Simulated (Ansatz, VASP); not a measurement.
Nb: VASP beside Ansatz

```
Nb
1.0
    -1.69780    1.69780    1.69780
     1.69780   -1.69780    1.69780
     1.69780    1.69780   -1.69780
Nb
1
Direct
  0.00000 0.00000 0.00000
```

Alike in both runs: task single point; functional PBE; k mesh 22 × 22 × 22; occupations fermi-dirac, width 0.1 eV; no spin polarisation.

|  | VASP | Ansatz |
| --- | --- | --- |
| version | VASP 6.6.1 | Ansatz 0.2.0 |
| potentials or method | VASP PAW PBE potentials, release 64 (Nb_sv), cutoff 520 eV | plane waves (420 eV) with PAW, scalar-relativistic |
| valence electrons in the cell | 13 | 13 |

Ansatz gave:

| Quantity | Value |
| --- | --- |
| pressure (GPa) | -11.1 |

**Question.** What did VASP give for the same quantities?

**Answer.** Pressure (GPa): -11.3.
